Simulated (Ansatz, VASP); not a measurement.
**Two plane-wave programs on CdTe**

POSCAR

```
CdTe
1.0
    0.0000000000      3.1487569115      3.4485483050
    3.1487569115      0.0000000000      3.4485483050
    3.1487569115      3.1487569115      0.0000000000
Cd Te
1 1
Direct
    0.0000000000      0.0000000000      0.0000000000
    0.2500000000      0.2500000000      0.2500000000
```

INCAR.step1

```
PREC = Accurate
ENCUT = 520
EDIFF = 1E-5
ISMEAR = 0
SIGMA = 0.01
LREAL = F
LASPH = T
NELM = 60
ALGO = Normal
ISIF = 2
LWAVE = T
LCHARG = F
NBANDS = 16
GGA = PE
```

File INCAR.step2:

```
PREC = Accurate
ENCUT = 520
EDIFF = 1E-7
ISMEAR = 0
SIGMA = 0.01
LREAL = F
LASPH = T
NELM = 60
ALGO = Normal
ISIF = 2
LWAVE = F
LCHARG = F
GGA = PE
LHFCALC = T
HFSCREEN = 0.2079
PRECFOCK = Normal
NBANDS = 16
ISTART = 1
```

File KPOINTS:

```
regular mesh
0
Gamma
  4 4 4
```

Input for Ansatz:

```yaml
crystal:
  lattice:
    - [0.0, 3.1487569115, 3.448548305]
    - [3.1487569115, 0.0, 3.448548305]
    - [3.1487569115, 3.1487569115, 0.0]
  atoms:
    - { symbol: Cd, position: [0.0, 0.0, 0.0] }
    - { symbol: Te, position: [0.25, 0.25, 0.25] }
kpoints:
  mp_grid: { grid: [4, 4, 4] }
  band_path:
    path:
      - [0.0, 0.0, 0.0]
      - [-0.5, -0.5, 0.0]
      - [-0.375, -0.375, 0.25]
      - [-0.375, 0.0, 0.375]
      - [0.0, 0.0, 0.5]
      - [-0.5, -0.25, 0.25]
    npoints: 1
hamiltonian:
  xc: hse06
scf:
  occupations: { method: fixed }
  n_extra_bands: 4
output:
  forces: true
  stress: true
  eigenvalues: true
```

Change from the starting cell: epitaxial_xy strain -4.0%.

Alike in both runs: task single point; functional HSE06; k mesh 4 × 4 × 4; no spin polarisation.

```csv
,VASP,Ansatz
version,VASP 6.6.1,Ansatz 0.2.0
potentials or method,"VASP PAW PBE potentials, release 64 (Cd, Te)","plane waves, PAW"
plane-wave cutoff (eV),520,420
occupations,"gaussian, width 0.01 eV",fixed
valence electrons in the cell,18,36
```

VASP gave:

```
gap on the k mesh at the Fermi level (eV)                     : 1.39
pressure (GPa)                                                : 1.5
traceless stress, the component that is largest in VASP (GPa) : -1.28
```

Problem. What did Ansatz give for the same quantities?

Solution. gap on the k mesh at the Fermi level (eV): 1.48; pressure (GPa): 1.5; traceless stress, the component that is largest in VASP (GPa): -1.28.

VASP's potentials hold 18 valence electrons a cell and Ansatz's 36, so a difference there can come from the potentials and not from the codes. Ansatz's warnings: stress exchange threshold loose, stress scf threshold loose.

Neither program's run includes spin-orbit coupling.
